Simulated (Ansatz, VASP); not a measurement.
Two plane-wave programs on Pb

```
CELL_PARAMETERS angstrom
3.67372 0.00000 0.00000
-1.83686 3.18154 0.00000
0.00000 0.00000 5.01600
ATOMIC_POSITIONS crystal
Pb 0.33333 0.66667 0.25000
Pb 0.66667 0.33333 0.75000
```

Alike in both runs: task single point; functional PBE; dispersion D3(BJ); k mesh 18 × 18 × 10; occupations gaussian, width 0.15 eV; no spin polarisation.

|  | VASP | Ansatz |
| --- | --- | --- |
| version | VASP 6.6.1 | Ansatz 0.2.0 |
| potentials or method | VASP PAW PBE potentials, release 64 (Pb_d), cutoff 520 eV | scalar-relativistic, plane waves, PAW |
| valence electrons in the cell | 28 | 28 |

Ansatz gave:

| Item | Value |
| --- | --- |
| gap on the k mesh at the Fermi level (eV) | none |
| pressure (GPa) | 3.0 |
| traceless stress, the component that is largest in VASP (GPa) | 3.83 |

Problem. What did VASP give for the same quantities?

Solution. gap on the k mesh at the Fermi level (eV): none; pressure (GPa): 2.9; traceless stress, the component that is largest in VASP (GPa): 3.84.

A gap of «none» marks a metal or a gap that the smearing closes.

Neither program's run includes spin-orbit coupling.
